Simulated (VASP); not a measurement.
# Al3TeO4 (Pm-3m) in VASP: further runs

Al3TeO4 is run at these levels: PBE; tasks: single point, relaxation of cell and atoms.

Program: VASP 6.6.1. These are calculated values, not measurements. Logs are shortened: lines on timing, memory, paths and dates and some standing lists are left out, and cuts for length are marked.

**1. The cell of the first run**

Symmetry: Pm-3m, No. 221, cubic system. Conventional cell: a = 6.285 Å, b = 6.285 Å, c = 6.285 Å, α = 90.00°, β = 90.00°, γ = 90.00°. Al (site symmetry 4/mmm) has 2 Te at 3.14 Å and 4 O at 3.14 Å within 4.1 Å. Within 4.1 Å of Te (site symmetry m-3m) lie 6 Al at 3.14 Å. Within 4.1 Å of O (site symmetry 4/mmm) lie 4 Al at 3.14 Å and 2 O at 3.14 Å. Within 4.1 Å of O (site symmetry m-3m) lie 6 O at 3.14 Å.

**2. Single point, PBE**

Input file INCAR:

```
ALGO = Normal
EDIFF = 1E-7
ENCUT = 520
GGA = PE
ISIF = 2
ISMEAR = 0
LASPH = True
LCHARG = False
LREAL = False
LWAVE = False
NBANDS = 30
NELM = 100
PREC = Accurate
SIGMA = 0.1
```

Input file KPOINTS:

```
k-points
0
Gamma
  4 4 4
```

Input file POSCAR:

```
Al3TeO4
1.0
    6.2845322500      0.0000000000      0.0000000000
    0.0000000000      6.2845322500      0.0000000000
    0.0000000000      0.0000000000      6.2845322500
Al Te O
3 1 4
Direct
    0.5000000000      0.0000000000      0.0000000000
    0.0000000000      0.5000000000      0.0000000000
    0.0000000000      0.0000000000      0.5000000000
    0.0000000000      0.0000000000      0.0000000000
    0.0000000000      0.5000000000      0.5000000000
    0.5000000000      0.0000000000      0.5000000000
    0.5000000000      0.5000000000      0.0000000000
    0.5000000000      0.5000000000      0.5000000000
```

Potentials or basis: VASP PAW PBE potentials, release 64 (Al, Te, O).

Command:

```console
cat potpaw_PBE.64/Al/POTCAR potpaw_PBE.64/Te/POTCAR potpaw_PBE.64/O/POTCAR > POTCAR
mpirun -np 1 vasp_std > vasp.out
```

OUTCAR:

```text
EDIFF = 1E-7
   ENCUT = 520
   GGA = PE
   ISIF = 2
   ISMEAR = 0
   LASPH = True
   LREAL = False
   NELM = 100
   PREC = Accurate

 ion  position               nearest neighbor table
   1  0.500  0.000  0.000-   4 3.14   4 3.14
   2  0.000  0.500  0.000-   4 3.14   4 3.14
   3  0.000  0.000  0.500-   4 3.14   4 3.14
   4  0.000  0.000  0.000-   1 3.14   2 3.14   3 3.14   3 3.14   2 3.14   1 3.14
   5  0.000  0.500  0.500-
   6  0.500  0.000  0.500-
   7  0.500  0.500  0.000-
   8  0.500  0.500  0.500-

  LATTYP: Found a simple cubic cell.
 ALAT       =     6.2845322500

  Lattice vectors:

 A1 = (   6.2845322500,   0.0000000000,   0.0000000000)
 A2 = (   0.0000000000,   6.2845322500,   0.0000000000)
 A3 = (   0.0000000000,   0.0000000000,   6.2845322500)

Analysis of symmetry for initial positions (statically):
=====================================================================
 Subroutine PRICEL returns:
 Original cell was already a primitive cell.

 Routine SETGRP: Setting up the symmetry group for a
 simple cubic supercell.

 Subroutine GETGRP returns: Found 48 space group operations
 (whereof 48 operations were pure point group operations)
 out of a pool of 48 trial point group operations.

The static configuration has the point symmetry O_h .

Analysis of symmetry for dynamics (positions and initial velocities):
=====================================================================
 Subroutine PRICEL returns:
 Original cell was already a primitive cell.

 Routine SETGRP: Setting up the symmetry group for a
 simple cubic supercell.

 Subroutine GETGRP returns: Found 48 space group operations
 (whereof 48 operations were pure point group operations)
 out of a pool of 48 trial point group operations.

The dynamic configuration has the point symmetry O_h .

 Subroutine INISYM returns: Found 48 space group operations
 (whereof 48 operations are pure point group operations),
 and found     1 'primitive' translations

----------------------------------------------------------------------------------------

                                     Primitive cell

  volume of cell :     248.2098

  direct lattice vectors                    reciprocal lattice vectors
     6.284532250  0.000000000  0.000000000     0.159120832  0.000000000  0.000000000
     0.000000000  6.284532250  0.000000000     0.000000000  0.159120832  0.000000000
     0.000000000  0.000000000  6.284532250     0.000000000  0.000000000  0.159120832

  length of vectors
     6.284532250  6.284532250  6.284532250     0.159120832  0.159120832  0.159120832

  position of ions in fractional coordinates (direct lattice)
     0.500000000  0.000000000  0.000000000
     0.000000000  0.500000000  0.000000000
     0.000000000  0.000000000  0.500000000
     0.000000000  0.000000000  0.000000000
     0.000000000  0.500000000  0.500000000
     0.500000000  0.000000000  0.500000000
     0.500000000  0.500000000  0.000000000
     0.500000000  0.500000000  0.500000000

  ion indices of the primitive-cell ions
   primitive index   ion index
                 1           1
                 2           2
                 3           3
                 4           4
                 5           5
                 6           6
                 7           7
                 8           8

----------------------------------------------------------------------------------------

 KPOINTS: k-points

Automatic generation of k-mesh.
 Grid dimensions read from file:
 generate k-points for:    4    4    4

 Generating k-lattice:

  Cartesian coordinates                     Fractional coordinates (reciprocal lattice)
     0.039780208  0.000000000  0.000000000     0.250000000  0.000000000  0.000000000
     0.000000000  0.039780208  0.000000000     0.000000000  0.250000000  0.000000000
     0.000000000  0.000000000  0.039780208     0.000000000  0.000000000  0.250000000

  Length of vectors
     0.039780208  0.039780208  0.039780208

  Shift w.r.t. Gamma in fractional coordinates (k-lattice)
     0.000000000  0.000000000  0.000000000

 Subroutine IBZKPT returns following result:
 ===========================================

 Found     10 irreducible k-points:

 Following reciprocal coordinates:
            Coordinates               Weight
  0.000000  0.000000  0.000000      1.000000
  0.250000  0.000000  0.000000      6.000000
  0.500000  0.000000  0.000000      3.000000
  0.250000  0.250000  0.000000     12.000000
  0.500000  0.250000  0.000000     12.000000
  0.500000  0.500000  0.000000      3.000000
  0.250000  0.250000  0.250000      8.000000
  0.500000  0.250000  0.250000     12.000000
  0.500000  0.500000  0.250000      6.000000
  0.500000  0.500000  0.500000      1.000000
   k-points           NKPTS =     10   k-points in BZ     NKDIM =     10   number of bands    NBANDS=     30
   number of dos      NEDOS =    301   number of ions     NIONS =      8
   total plane-waves  NPLWV = 110592
   dimension x,y,z NGX =    48 NGY =   48 NGZ =   48
   dimension x,y,z NGXF=    96 NGYF=   96 NGZF=   96
   ions per type =               3   1   4
   NGX,Y,Z   is equivalent  to a cutoff of  12.70, 12.70, 12.70 a.u.
   NGXF,Y,Z  is equivalent  to a cutoff of  25.40, 25.40, 25.40 a.u.
 SYSTEM =  unknown system
   PREC   = accura    normal or accurate (medium, high low for compatibility)
   ISTART =      0    job   : 0-new  1-cont  2-samecut
   ICHARG =      2    charge: 1-file 2-atom 10-const
   ISPIN  =      1    spin polarized calculation?
   LNONCOLLINEAR =      F non collinear calculations
   LSORBIT =      F    spin-orbit coupling
   LASPH  =      T    aspherical Exc in radial PAW
   ENCUT  =  520.0 eV  38.22 Ry    6.18 a.u.  11.69 11.69 11.69*2*pi/ulx,y,z
   NELM   =    100;   NELMIN=  2; NELMDL= -5     # of ELM steps
   EDIFF  = 0.1E-06   stopping-criterion for ELM
   LREAL  =      F    real-space projection
   EDIFFG = 0.1E-05   stopping-criterion for IOM
   NSW    =      0    number of steps for IOM
   IBRION =     -1    ionic relax: 0-MD 1-quasi-New 2-CG
   NFREE  =      0    steps in history (QN), initial steepest desc. (CG)
   ISIF   =      2    stress and relaxation
   ISYM   =      2    0-nonsym 1-usesym 2-fastsym
   POTIM  = 0.5000    time-step for ionic-motion
   TEBEG  =    0.0;   TEEND  =   0.0 temperature during run
[... 14 lines left out ...]
   LORBIT       =      0    0 simple, 1 ext, 2 COOP (PROOUT), +10 PAW based schemes
   GGA     = PE    functional components
   LHFCALC =     F    Hartree Fock is set to
   AEXX    =    0.0000 exact exchange contribution
   IVDW    =     0    specifies the selected vdW correction
   LEPSILON=     F    determine dielectric tensor
   LRPA    =     F    only Hartree local field effects (RPA)
 non-spin polarized calculation
 Gauss-broadening in eV      SIGMA  =   0.10
  energy-cutoff  :      520.00
  volume of cell :      248.21
 maximum number of plane-waves:      6728
 NGX is ok and might be reduce to    48
   NGX = 23   NGY = 23   NGZ = 23

 number of electron      38.9999999 magnetization

 Free energy of the ion-electron system (eV)
  ---------------------------------------------------
  ext. energy  EPLUGINS =         0.00000000
  ---------------------------------------------------
  free energy    TOTEN  =       -23.03098861 eV

  energy without entropy =      -22.93922409  energy(sigma->0) =      -22.98510635

 E-fermi :  -0.8205     XC(G=0):  -7.0842

 val. band max:       -0.8352637654   @ k =   0.5000   0.2500   0.0000
 cond. band min:      -0.8082693571   @ k =   0.5000   0.2500   0.2500
 fundamental gap:      0.0269944084
 Fermi energy:        -0.8204988261

 k-point     1 :       0.0000    0.0000    0.0000
  band No.  band energies     occupation
      1     -16.1699      2.00000
      2     -15.9464      2.00000
      3     -15.9464      2.00000
      4     -15.8651      2.00000
      5     -11.6589      2.00000
      6      -3.6530      2.00000
[... 22 lines left out ...]
     29       3.6541      0.00000
     30       4.5711      0.00000

 k-point     2 :       0.2500    0.0000    0.0000
  band No.  band energies     occupation
      1     -16.1564      2.00000
      2     -15.9511      2.00000
      3     -15.9461      2.00000
      4     -15.8746      2.00000
      5     -11.6475      2.00000
      6      -4.5569      2.00000
[... 22 lines left out ...]
     29       3.5540      0.00000
     30       3.8574      0.00000

 k-point     3 :       0.5000    0.0000    0.0000
  band No.  band energies     occupation
      1     -16.1410      2.00000
      2     -15.9583      2.00000
      3     -15.9455      2.00000
      4     -15.8834      2.00000
      5     -11.6360      2.00000
      6      -4.9385      2.00000
[... 22 lines left out ...]
     29       3.5233      0.00000
     30       3.5233      0.00000

 k-point     4 :       0.2500    0.2500    0.0000
  band No.  band energies     occupation
      1     -16.1421      2.00000
      2     -15.9517      2.00000
      3     -15.9488      2.00000
      4     -15.8855      2.00000
      5     -11.6352      2.00000
      6      -4.6387      2.00000
[... 22 lines left out ...]
     29       3.5340      0.00000
     30       3.8659      0.00000

 k-point     5 :       0.5000    0.2500    0.0000
  band No.  band energies     occupation
      1     -16.1255      2.00000
      2     -15.9576      2.00000
      3     -15.9493      2.00000
      4     -15.8957      2.00000
      5     -11.6228      2.00000
      6      -4.9908      2.00000
[... 22 lines left out ...]
     29       3.0887      0.00000
     30       3.5571      0.00000

 k-point     6 :       0.5000    0.5000    0.0000
  band No.  band energies     occupation
      1     -16.1073      2.00000
      2     -15.9571      2.00000
      3     -15.9571      2.00000
      4     -15.9073      2.00000
      5     -11.6093      2.00000
      6      -5.0401      2.00000
[... 22 lines left out ...]
     29       2.8558      0.00000
     30       2.8558      0.00000

 k-point     7 :       0.2500    0.2500    0.2500
  band No.  band energies     occupation
      1     -16.1267      2.00000
      2     -15.9513      2.00000
      3     -15.9513      2.00000
      4     -15.8989      2.00000
      5     -11.6220      2.00000
      6      -4.6848      2.00000
[... 22 lines left out ...]
     29       3.6336      0.00000
     30       3.8774      0.00000

 k-point     8 :       0.5000    0.2500    0.2500
  band No.  band energies     occupation
      1     -16.1087      2.00000
      2     -15.9571      2.00000
      3     -15.9509      2.00000
      4     -15.9120      2.00000
      5     -11.6086      2.00000
      6      -5.0411      2.00000
[... 22 lines left out ...]
     29       3.5166      0.00000
     30       3.5477      0.00000

 k-point     9 :       0.5000    0.5000    0.2500
  band No.  band energies     occupation
      1     -16.0877      2.00000
      2     -15.9565      2.00000
      3     -15.9565      2.00000
      4     -15.9280      2.00000
      5     -11.5941      2.00000
      6      -5.0887      2.00000
[... 22 lines left out ...]
     29       3.5087      0.00000
     30       3.5087      0.00000

 k-point    10 :       0.5000    0.5000    0.5000
  band No.  band energies     occupation
      1     -16.0610      2.00000
      2     -15.9561      2.00000
      3     -15.9561      2.00000
      4     -15.9561      2.00000
      5     -11.5787      2.00000
      6      -5.1348      2.00000
[... 22 lines left out ...]
     29       2.0304      0.00000
     30       3.6240      0.00000

------------------------ aborting loop because EDIFF is reached ----------------------------------------

  FORCE on cell =-STRESS in cart. coord.  units (eV):
  Direction    XX          YY          ZZ          XY          YZ          ZX
  --------------------------------------------------------------------------------------
  -------------------------------------------------------------------------------------
  Total      -16.1444231    -16.1444231    -16.1444231     -0.0000000     -0.0000000      0.0000000
  in kB     -104.2111609   -104.2111609   -104.2111609     -0.0000000     -0.0000000      0.0000000
  external PRESSURE =    -104.2111609 kB  Pullay stress =       0.0000000 kB

 VOLUME and BASIS-vectors are now :
 -----------------------------------------------------------------------------
  energy-cutoff  :      520.00
  volume of cell :      248.21
      direct lattice vectors                 reciprocal lattice vectors
     6.284532250  0.000000000  0.000000000     0.159120832  0.000000000  0.000000000
     0.000000000  6.284532250  0.000000000     0.000000000  0.159120832  0.000000000
     0.000000000  0.000000000  6.284532250     0.000000000  0.000000000  0.159120832

 POSITION                                       TOTAL-FORCE (eV/Angst)
 -----------------------------------------------------------------------------------
      3.14227      0.00000      0.00000         0.000000      0.000000      0.000000
      0.00000      3.14227      0.00000         0.000000      0.000000      0.000000
      0.00000      0.00000      3.14227         0.000000      0.000000      0.000000
      0.00000      0.00000      0.00000         0.000000      0.000000      0.000000
      0.00000      3.14227      3.14227         0.000000      0.000000      0.000000
      3.14227      0.00000      3.14227         0.000000      0.000000      0.000000
      3.14227      3.14227      0.00000         0.000000      0.000000      0.000000
      3.14227      3.14227      3.14227         0.000000      0.000000      0.000000
 -----------------------------------------------------------------------------------
    total drift:                                0.000000     -0.000000     -0.000000

  FREE ENERGIE OF THE ION-ELECTRON SYSTEM (eV)
  ---------------------------------------------------
  free  energy   TOTEN  =       -23.0309886074 eV

  energy  without entropy=      -22.9392240884  energy(sigma->0) =      -22.98510635
```

It took 2.6 min on 1 thread of AMD EPYC 7R43 (Zen 3), shared host; peak memory 0.31 GiB.

Results:

| Quantity | Value |
| --- | --- |
| Free energy | -23.0310 eV |
| Pressure | -10.4 GPa |

Caveat: spin-orbit coupling is left out, which moves the levels of the heavy elements; an odd number of electrons without spin polarisation forces a metal; a magnetic or distorted state may lie lower.

**3. Single point, PBE**

This run uses another cell than the first one, of 14.51 Å³/atom, 0.468 times its volume.

Input file INCAR:

```
SYSTEM = Al3TeO4
ALGO = Normal ; EDIFF = 1E-7
ENCUT = 520 ; GGA = PE
ISIF = 2 ; ISMEAR = 0
LASPH = .True. ; LCHARG = .False.
LREAL = .False. ; LWAVE = .False.
NBANDS = 30 ; NELM = 100
PREC = Accurate ; SIGMA = 0.1
```

Input file KPOINTS:

```
k-points
0
Gamma
  4 4 4
  0 0 0
```

Edit POSCAR of step 2 so:

```diff
@@ -2,5 +2,5 @@
 1.0
-    6.2845322500      0.0000000000      0.0000000000
-    0.0000000000      6.2845322500      0.0000000000
-    0.0000000000      0.0000000000      6.2845322500
+    4.8783681591      0.0000000000      0.0000000000
+    0.0000000000      4.8783681591      0.0000000000
+    0.0000000000      0.0000000000      4.8783681591
 Al Te O
```

Potentials or basis: VASP PAW PBE potentials, release 64 (Al, Te, O).

Command:

```console
cat potpaw_PBE.64/Al/POTCAR potpaw_PBE.64/Te/POTCAR potpaw_PBE.64/O/POTCAR > POTCAR
mpirun -np 1 vasp_std > vasp.out
```

Wall time 74 s (1 thread of AMD EPYC 7R43 (Zen 3), shared host); peak memory 0.18 GiB.

Results (log left out):

```yaml
Free_energy: -32.6141 eV
Pressure: -0.2 GPa
```

Levels at points of the mesh, in eV from the Fermi level:
| k point | band 17 | band 18 | band 19 | band 20 | band 21 | band 22 | band 23 | band 24 |
| --- | --- | --- | --- | --- | --- | --- | --- | --- |
| (0.00, 0.00, 0.00) | -2.30 | -2.30 | -2.30 | -0.23 | 0.61 | 0.61 | 0.61 | 3.30 |
| (0.50, 0.00, 0.00) | -2.00 | -0.94 | -0.02 | 0.06 | 0.60 | 0.60 | 3.01 | 3.61 |
| (0.50, 0.50, 0.00) | -1.67 | -1.09 | -1.09 | 0.60 | 0.90 | 1.34 | 2.92 | 3.67 |
| (0.50, 0.50, 0.50) | -1.64 | -1.37 | -1.37 | -1.37 | 1.09 | 1.09 | 1.09 | 2.55 |

Caveat: spin-orbit coupling is left out, which moves the levels of the heavy elements; an odd number of electrons without spin polarisation forces a metal; a magnetic or distorted state may lie lower.

**4. Relaxation of cell and atoms, PBE**

Input file INCAR:

```
PREC = Accurate
ENCUT = 600
EDIFF = 1E-6
ISMEAR = 0
SIGMA = 0.1
LREAL = False
LASPH = True
NELM = 100
ALGO = Normal
ISIF = 3
LWAVE = False
LCHARG = False
GGA = PE
IBRION = 2
NSW = 90
EDIFFG = -0.04
```

Input file KPOINTS:

```
regular mesh
0
Gamma
  4 4 4
```

Edit POSCAR of step 3 so:

```diff
@@ -2,5 +2,5 @@
 1.0
-    4.8783681591      0.0000000000      0.0000000000
-    0.0000000000      4.8783681591      0.0000000000
-    0.0000000000      0.0000000000      4.8783681591
+    6.2845322500      0.0000000000      0.0000000000
+    0.0000000000      6.2845322500      0.0000000000
+    0.0000000000      0.0000000000      6.2845322500
 Al Te O
```

Command:

```console
cat potpaw_PBE.64/Al/POTCAR potpaw_PBE.64/Te/POTCAR potpaw_PBE.64/O/POTCAR > POTCAR
mpirun -np 1 vasp_std > vasp.out
```

It took 24 min on 1 thread of AMD EPYC 7R43 (Zen 3), shared host; peak memory 0.41 GiB.

The run converged. Its results:

| Property | Result |
| --- | --- |
| Free energy | -32.6840 eV |
| Relaxed volume | 14.46 Å³/atom |
| Relaxed cell | a = 4.872 Å, b = 4.872 Å, c = 4.872 Å, α = 90.00°, β = 90.00°, γ = 90.00° |
| Space group after relaxing (to 0.05 Å) | Pm-3m (No. 221) |
| Energy gained by relaxing | 1206.6 meV/atom |
| Ionic steps | 8 |
| Pressure after relaxing | 0.2 GPa |

The path:
```tsv
step	energy change (eV)	largest force (eV/Å)	pressure (GPa)	volume (Å³)
1	0.0000	0.0000	-10.44	248.21
2	-5.0815	0.0000	-13.95	182.41
3	20.2020	0.0000	289.83	56.26
4	-7.0949	0.0000	-13.85	159.48
5	-8.7558	0.0000	19.83	99.08
6	-9.4723	0.0000	-5.85	125.14
7	-9.6455	0.0000	-1.30	117.66
8	-9.6526	0.0000	0.21	115.68
```

Final structure:
```
Al Te O
1.0
     4.87247    0.00000    0.00000
     0.00000    4.87247    0.00000
     0.00000    0.00000    4.87247
Al Te O
3 1 4
Direct
  0.50000 0.00000 0.00000
  0.00000 0.50000 0.00000
  0.00000 0.00000 0.50000
  0.00000 0.00000 0.00000
  0.00000 0.50000 0.50000
  0.50000 0.00000 0.50000
  0.50000 0.50000 0.00000
  0.50000 0.50000 0.50000
```

Levels at points of the mesh, in eV from the Fermi level:
| k point | band 16 | band 17 | band 18 | band 19 | band 20 | band 21 | band 22 | band 23 | band 24 |
| --- | --- | --- | --- | --- | --- | --- | --- | --- | --- |
| (0.00, 0.00, 0.00) | -2.49 | -2.32 | -2.32 | -2.32 | -0.21 | 0.61 | 0.61 | 0.61 | 3.29 |
| (0.50, 0.00, 0.00) | -2.93 | -2.02 | -0.94 | -0.02 | 0.06 | 0.60 | 0.60 | 3.02 | 4.09 |
| (0.50, 0.50, 0.00) | -2.46 | -1.68 | -1.10 | -1.10 | 0.60 | 0.90 | 1.34 | 2.92 | 3.68 |
| (0.50, 0.50, 0.50) | -1.66 | -1.66 | -1.37 | -1.37 | -1.37 | 1.09 | 1.09 | 1.09 | 2.55 |

Caveat: the volume moved by over 15 % at a fixed basis, so the end points are rough; spin-orbit coupling is left out, which moves the levels of the heavy elements; an odd number of electrons without spin polarisation forces a metal; a magnetic or distorted state may lie lower.

**5. Overview**

| task | cell | cutoff (eV) | gap on the mesh (eV) | pressure (GPa) |
| --- | --- | --- | --- | --- |
| single point | a = 6.285 Å, 8 atoms | 520 | none | -10.4 |
| single point | a = 4.878 Å, 8 atoms | 520 | none | -0.2 |
| relaxation of cell and atoms | relaxed from a = 6.285 Å, 8 atoms | 600 | none | 0.2 |

Alike in all rows: level PBE; potentials or basis VASP PAW PBE potentials, release 64 (Al, Te, O); no spin polarisation; k mesh 4 × 4 × 4; smearing gaussian 0.1 eV.

Caveats: spin-orbit coupling is left out, which moves the levels of the heavy elements; an odd number of electrons without spin polarisation forces a metal; a magnetic or distorted state may lie lower; the volume moved by over 15 % at a fixed basis, so the end points are rough (some runs).

Absolute energies hang on the potentials; compare differences alone.
